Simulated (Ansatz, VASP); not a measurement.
One calculation of TaN, two programs

INCAR

```
SYSTEM = TaN
ALGO     = Normal         ! electronic algorithm
EDIFF    = 1E-8           ! SCF threshold, eV
ENCUT    = 520            ! plane-wave cutoff, eV
GGA      = PS             ! functional
ISIF     = 2              ! what is computed and relaxed
ISMEAR   = -1             ! smearing method
LASPH    = .TRUE.         ! aspherical terms in the spheres
LCHARG   = .FALSE.        ! write CHGCAR
LEFG     = .TRUE.       
LREAL    = .FALSE.        ! projectors in reciprocal space
LWAVE    = .FALSE.        ! write WAVECAR
NBANDS   = 24             ! bands
NELM     = 80             ! most SCF steps
PREC     = Accurate       ! precision mode
SIGMA    = 0.01           ! smearing width, eV
```

The input KPOINTS:

```
k-points
0
G
  9 9 5
  0 0 0
```

File POSCAR:

```
TaN
1.0
    3.0805011014      0.0000000000      0.0000000000
   -1.5402505508      2.6677922103      0.0000000000
    0.0000000000      0.0000000000      4.9400000000
Ta N
2 2
Direct
    0.3333333333      0.6666666667      0.0000000000
    0.6666666667      0.3333333333      0.5000000000
    0.3333333333      0.6666666667      0.3850000000
    0.6666666667      0.3333333333      0.8850000000
```

Input for Ansatz:

```yaml
crystal:
  lattice:
    - [3.0805011014, 0.0, 0.0]
    - [-1.5402505508, 2.6677922103, 0.0]
    - [0.0, 0.0, 4.94]
  atoms:
    - { symbol: Ta, position: [0.3333333333, 0.6666666667, 0.0] }
    - { symbol: Ta, position: [0.6666666667, 0.3333333333, 0.5] }
    - { symbol: "N", position: [0.3333333333, 0.6666666667, 0.385] }
    - { symbol: "N", position: [0.6666666667, 0.3333333333, 0.885] }
kpoints:
  mp_grid: { grid: [9, 9, 5] }
scf:
  occupations: { method: fermi_dirac, width: 0.01 }
hamiltonian:
  xc: pbesol
  pseudopotentials: { kind: all_electron, datasets: crystal }
output:
  forces: true
  stress: true
  eigenvalues: true
  efg: { contact_densities: true }
```

Change from the starting cell: equal xx and yy strain of +1 %, crystal datasets.

Alike in both runs: task electric field gradients; functional PBEsol; k mesh 9 × 9 × 5; occupations fermi-dirac, width 0.01 eV; no spin polarisation.

|  | VASP | Ansatz |
| --- | --- | --- |
| version | VASP 6.6.1 | Ansatz 0.2.0 |
| potentials or method | VASP PAW PBE potentials, release 64 (Ta_pv, N), cutoff 520 eV | all-electron PAW with datasets made for the crystal, scalar-relativistic |

VASP gave:

| Quantity | Value |
| --- | --- |
| pressure (GPa) | 115.0 |
| traceless stress, the component that is largest in VASP (GPa) | -12.14 |
| rms of the force components (eV/Å) | 0.985 |
| size of Vzz on the site where it differs most (V/Å²) | 107.6 |

Task: Estimate Ansatz's values.

Result: Pressure (GPa): 109.8; traceless stress, the component that is largest in VASP (GPa): -11.69; rms of the force components (eV/Å): 0.968; size of Vzz on the site where it differs most (V/Å²): 106.5.

VASP's potentials were made for PBE, not for PBEsol. Atom by atom the forces differ by 0.017 eV/Å (rms over components). Both programs put the cell under a high pressure, so it lies far from rest at this level. Ansatz ran all-electron here, and VASP with PAW potentials.

Spin-orbit coupling is off throughout. Noted on VASP's run: the cell as given lies far from equilibrium.
